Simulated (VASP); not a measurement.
# Ag in VASP: single point with r2SCAN+rVV10

Aim: the single point of Ag with r2SCAN+rVV10.

Everything below comes from runs of VASP 6.6.1. Logs are shortened: lines on timing, memory, paths and dates and some standing lists are left out, and cuts for length are marked.

## 1. The cell of the first run

The cell holds a slab with vacuum, 4 atoms: a = 2.924 Å, b = 2.924 Å, c = 28.932 Å, α = 90.00°, β = 90.00°, γ = 120.00°.

## 2. Single point, r2SCAN+rVV10

Input file POSCAR:

```
Ag
1.0
    2.9239437779      0.0000000000      0.0000000000
   -1.4619718889      2.5322095909      0.0000000000
    0.0000000000      0.0000000000     28.9321818243
Ag
4
Direct
    0.6666666667      0.3333333333      0.5333121146
    0.3333333333      0.6666666667      0.6148451551
    0.0000000000      1.0000000000      0.6951107372
    0.6666666667      0.3333333333      0.7754367412
```

Input file INCAR.step1:

```
SYSTEM = Ag
ALGO = Normal
DIPOL = 0.5 0.5 0.655
EDIFF = 1E-5
ENCUT = 440
GGA = PE
GGA_COMPAT = .FALSE.
IDIPOL = 3
ISMEAR = 1
LASPH = .TRUE.
LCHARG = .FALSE.
LDIPOL = .TRUE.
LREAL = .FALSE.
LWAVE = .TRUE.
NBANDS = 30
NELM = 120
NELMDL = -8
PREC = Accurate
SIGMA = 0.1
```

Input file INCAR.step2:

```
SYSTEM = Ag
ALGO = Normal
BPARAM = 11.95
CPARAM = 0.0093
DIPOL = 0.5 0.5 0.655
EDIFF = 1E-6
ENCUT = 440
GGA_COMPAT = .FALSE.
IDIPOL = 3
ISIF = 2
ISMEAR = 1
ISTART = 1
IVDW_NL = 2
LASPH = .TRUE.
LCHARG = .FALSE.
LDIPOL = .TRUE.
LMIXTAU = .TRUE.
LREAL = .FALSE.
LUSE_VDW = .TRUE.
LWAVE = .FALSE.
METAGGA = R2SCAN
NBANDS = 30
NELM = 120
PREC = Accurate
SIGMA = 0.1
```

Input file KPOINTS:

```
k-points
0
G
  15 15 1
  0 0 0
```

Potentials or basis: VASP PAW PBE potentials, release 64 (Ag).

Command:

```console
$ cat potpaw_PBE.64/Ag/POTCAR > POTCAR
$ cp INCAR.step1 INCAR
$ mpirun -np 1 vasp_std > vasp.out
$ cp INCAR.step2 INCAR
$ mpirun -np 1 vasp_std > vasp.out
```

OUTCAR:

```text
SYSTEM = Ag
   BPARAM = 11.95
   EDIFF = 1E-6
   ENCUT = 440
   ISIF = 2
   ISMEAR = 1
   ISTART = 1
   IVDW_NL = 2
   LASPH = .TRUE.
   LREAL = .FALSE.
   METAGGA = R2SCAN
   NELM = 120
   PREC = Accurate

 ion  position               nearest neighbor table
   1  0.667  0.333  0.533-   2 2.90   2 2.90   2 2.90
   2  0.333  0.667  0.615-   3 2.87   3 2.87   3 2.87   1 2.90   1 2.90   1 2.90
   3  0.000  0.000  0.695-   2 2.87   2 2.87   2 2.87   4 2.87   4 2.87   4 2.87
   4  0.667  0.333  0.775-   3 2.87   3 2.87   3 2.87

  LATTYP: Found a hexagonal cell.
 ALAT       =     2.9239437779
 C/A-ratio  =     9.8949172836

  Lattice vectors:

 A1 = (   2.9239437779,   0.0000000000,   0.0000000000)
 A2 = (  -1.4619718889,   2.5322095909,   0.0000000000)
 A3 = (   0.0000000000,   0.0000000000,  28.9321818243)

Analysis of symmetry for initial positions (statically):
=====================================================================
 Subroutine PRICEL returns:
 Original cell was already a primitive cell.

 Routine SETGRP: Setting up the symmetry group for a
 hexagonal supercell.

 Subroutine GETGRP returns: Found  6 space group operations
 (whereof  6 operations were pure point group operations)
 out of a pool of 24 trial point group operations.

The static configuration has the point symmetry C_3v.

Analysis of symmetry for dynamics (positions and initial velocities):
=====================================================================
 Subroutine PRICEL returns:
 Original cell was already a primitive cell.

 Routine SETGRP: Setting up the symmetry group for a
 hexagonal supercell.

 Subroutine GETGRP returns: Found  6 space group operations
 (whereof  6 operations were pure point group operations)
 out of a pool of 24 trial point group operations.

The dynamic configuration has the point symmetry C_3v.

 Subroutine INISYM returns: Found  6 space group operations
 (whereof  6 operations are pure point group operations),
 and found     1 'primitive' translations

----------------------------------------------------------------------------------------

                                     Primitive cell

  volume of cell :     214.2150

  direct lattice vectors                    reciprocal lattice vectors
     2.923943778  0.000000000  0.000000000     0.342003840  0.197456009  0.000000000
    -1.461971889  2.532209591  0.000000000     0.000000000  0.394912018  0.000000000
[... 98 lines left out ...]
   TEBEG  =    0.0;   TEEND  =   0.0 temperature during run
   PSTRESS=    0.0 pullay stress
   NELECT =      44.0000    total number of electrons
   NUPDOWN=      -1.0000    fix difference up-down
   EMIN   =  10.00;   EMAX   =-10.00  energy-range for DOS
   EFERMI =   0.00;   METHOD = LEGACY
   ISMEAR =     1;   SIGMA  =   0.10  broadening in eV -4-tet -1-fermi 0-gaus
   EFERMI_NEDOS =   21; number of points for ismear=-14 and -15
   IALGO  =     38    algorithm
   IMIX   =      4    mixing-type and parameters
     AMIX     =   0.40;   BMIX     =  1.00
     AMIX_MAG =   1.60;   BMIX_MAG =  1.00
  volume/ion in A,a.u.               =      53.55       361.40
  Fermi-wavevector in a.u.,A,eV,Ry     =   0.965923  1.825330 12.694330  0.933007
  Thomas-Fermi vector in A             =   2.095681
   LORBIT       =      0    0 simple, 1 ext, 2 COOP (PROOUT), +10 PAW based schemes
   METAGGA = R2SCAN    functional components
   LHFCALC =     F    Hartree Fock is set to
   AEXX    =    0.0000 exact exchange contribution
   IVDW_NL    =     2    kernel type
   BPARAM     =11.9500
   IVDW    =     0    specifies the selected vdW correction
   LEPSILON=     F    determine dielectric tensor
   LRPA    =     F    only Hartree local field effects (RPA)
 non-spin polarized calculation
 Methfessel and Paxton  Order N= 1 SIGMA  =   0.10
  energy-cutoff  :      440.00
  volume of cell :      214.21
 maximum number of plane-waves:      4557
 NGX is ok and might be reduce to    20
   NGX =  9   NGY =  9   NGZ = 99

 dipolmoment           0.000000      0.000000      0.001423 electrons x Angstroem

 number of electron      43.9999999 magnetization

 dipolmoment           0.000000      0.000000     -0.000654 electrons x Angstroem

 Free energy of the ion-electron system (eV)
  ---------------------------------------------------
  ext. energy  EPLUGINS =         0.00000000
  ---------------------------------------------------
  free energy    TOTEN  =       -83.02990303 eV

  energy without entropy =      -83.02849368  energy(sigma->0) =      -83.02943325

 E-fermi :  -0.2861     XC(G=0):  -4.7037

 val. band max:       -0.2883961975   @ k =   0.2000   0.2000   0.0000
 cond. band min:      -0.2608332446   @ k =   0.1333   0.0667   0.0000
 fundamental gap:      0.0275629528
 Fermi energy:        -0.2860581726

 k-point     1 :       0.0000    0.0000    0.0000
  band No.  band energies     occupation
      1      -7.8978      2.00000
      2      -7.0485      2.00000
      3      -6.7287      2.00000
      4      -6.5702      2.00000
      5      -5.5045      2.00000
      6      -5.5045      2.00000
[... 781 lines left out ...]
     29       7.0116      0.00000
     30       7.9093      0.00000

 [... further k-points ...]

------------------------ aborting loop because EDIFF is reached ----------------------------------------

 vacuum level on the upper side and lower side of the slab       (xc-potential included)         0.026         0.049

  FORCE on cell =-STRESS in cart. coord.  units (eV):
  Direction    XX          YY          ZZ          XY          YZ          ZX
  --------------------------------------------------------------------------------------
  -------------------------------------------------------------------------------------
  Total       -2.2594245     -2.2594245     -0.3416124     -0.0000000      0.0000000      0.0000000
  in kB      -16.8989047    -16.8989047     -2.5550203     -0.0000000      0.0000000      0.0000000
  external PRESSURE =     -12.1176099 kB  Pullay stress =       0.0000000 kB

 VOLUME and BASIS-vectors are now :
 -----------------------------------------------------------------------------
  energy-cutoff  :      440.00
  volume of cell :      214.21
      direct lattice vectors                 reciprocal lattice vectors
     2.923943778  0.000000000  0.000000000     0.342003840  0.197456009  0.000000000
    -1.461971889  2.532209591  0.000000000     0.000000000  0.394912018  0.000000000
     0.000000000  0.000000000 28.932181824     0.000000000  0.000000000  0.034563588

 POSITION                                       TOTAL-FORCE (eV/Angst)
 -----------------------------------------------------------------------------------
      1.46197      0.84407     15.42988        -0.000000     -0.000000      0.137820
     -0.00000      1.68814     17.78881         0.000000      0.000000     -0.173114
      0.00000      0.00000     20.11107         0.000000     -0.000000      0.065501
      1.46197      0.84407     22.43508        -0.000000      0.000000     -0.030207
 -----------------------------------------------------------------------------------
    total drift:                                0.000001     -0.000000      0.000477

  FREE ENERGIE OF THE ION-ELECTRON SYSTEM (eV)
  ---------------------------------------------------
  free  energy   TOTEN  =       -83.0299030348 eV

  energy  without entropy=      -83.0284936775  energy(sigma->0) =      -83.02943325

 vacuum level on the upper side and lower side of the slab         4.167         4.191
```

OUTCAR.step1:

```text
SYSTEM = Ag
   EDIFF = 1E-5
   ENCUT = 440
   GGA = PE
   ISMEAR = 1
   LASPH = .TRUE.
   LREAL = .FALSE.
   NELM = 120
[... 1028 lines left out ...]
      0.00000      0.00000     20.11107        -0.000000     -0.000000      0.073806
      1.46197      0.84407     22.43508         0.000000      0.000000      0.176539
 -----------------------------------------------------------------------------------
    total drift:                                0.000000      0.000000      0.000100

  FREE ENERGIE OF THE ION-ELECTRON SYSTEM (eV)
  ---------------------------------------------------
  free  energy   TOTEN  =       -10.1636307291 eV

  energy  without entropy=      -10.1628766054  energy(sigma->0) =      -10.16337935

 vacuum level on the upper side and lower side of the slab         4.121         4.138
```

It took 40 min on 1 thread of Intel Xeon 8259CL, shared host; peak memory 0.64 GiB.

Results:

```
Free energy            : -83.0299 eV
Largest force          : 0.173 eV/Å
Band gap on the k mesh : zero (bands 22 and 23 overlap by 6.77 eV)
```

Forces in eV/Å, atoms in the order of the input:
```
Ag   0.000  0.000  0.138
Ag   0.000  0.000 -0.173
Ag   0.000  0.000  0.066
Ag   0.000  0.000 -0.030
```

Levels at points of the mesh, in eV from the Fermi level:
| k point | band 20 | band 21 | band 22 | band 23 | band 24 | band 25 |
| --- | --- | --- | --- | --- | --- | --- |
| (0.00, 0.00, 0.00) | -3.61 | -3.50 | -3.40 | -3.40 | -1.00 | 0.31 |

Caveat: the PAW data sets were made with another functional, which shifts forces and pressure a little.

The gap in the log of VASP goes by the Fermi energy; the results here count the filled bands.